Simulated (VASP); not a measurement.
A run of VASP 6.6.1 is set up as follows.

File INCAR:

```
SYSTEM = Al96SiN95
PREC = Accurate ; ENCUT = 520
EDIFF = 1E-7 ; ISMEAR = -1
SIGMA = 0.01 ; LREAL = Auto
LASPH = .TRUE. ; NELM = 80
ALGO = Normal ; ISIF = 2
LWAVE = .FALSE. ; LCHARG = .TRUE.
GGA = PE ; LELF = .TRUE.
LVHAR = .TRUE. ; NBANDS = 486
NELECT = 768.0 ; LUSENCCL = .FALSE.
```

File KPOINTS:

```
regular mesh
0
G
  1 1 1
  0 0 0
```

POSCAR

```
Al96SiN95
1.0
   12.5190278256      0.0000001155      0.0000000000
   -6.2595140128     10.8417960699      0.0000000000
    0.0000000000      0.0000000000     15.0522098894
Al N Si
96 95 1
Direct
    0.1662920724      0.0835066368      0.1660595236
    0.0832498516      0.1682004597      0.3332611024
    0.1674455874      0.0858117935      0.4998289874
    0.0803006585      0.1634653427      0.6693670387
    0.1652776777      0.0814782067      0.8336870765
    0.0823450377      0.1656367041      0.9976919430
[... 184 lines left out ...]
    0.8329092780      0.9161788167      0.7943250331
    0.3327077430      0.4163599242      0.4600440903
```

Potentials or basis: VASP PAW PBE potentials, release 64 (Al, N, Si).

Command:

```bash
$ cat potpaw_PBE.64/Al/POTCAR potpaw_PBE.64/N/POTCAR potpaw_PBE.64/Si/POTCAR > POTCAR
$ mpirun -np 1 vasp_gam > vasp.out
```

Problem. What does it give for the largest force?

Solution. 0.009 eV/Å.

Caveat: the k points lie up to 0.58 Å⁻¹ apart; the cell carries a net charge on a neutralising background, which shifts energy and pressure.
